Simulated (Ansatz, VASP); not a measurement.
**Two plane-wave programs on TiAl**

```
Al Ti
1.0
     3.03066    0.00000    0.00000
     0.00000    3.03066    0.00000
     0.00000    0.00000    3.03066
Al Ti
1 1
Direct
  0.00000 0.00000 0.00000
  0.50000 0.50000 0.50000
```

Alike in both runs: task single point; functional PBE; k mesh 6 × 6 × 6; occupations gaussian, width 0.1 eV; no spin polarisation.

|  | VASP | Ansatz |
| --- | --- | --- |
| version | VASP 6.6.1 | Ansatz 0.2.0 |
| potentials or method | VASP PAW PBE potentials, release 64 (Al, Ti_sv), cutoff 520 eV | scalar-relativistic, plane waves, PAW |
| valence electrons in the cell | 15 | 15 |

```csv
,VASP,Ansatz,Ansatz less VASP
gap on the k mesh at the Fermi level (eV),none,none,-
pressure (GPa),22.3,22.4,+0.13
```

A gap of «none» marks a metal or a gap that the smearing closes. The functional is the same, so the differences come from potentials, cutoffs and numerics.
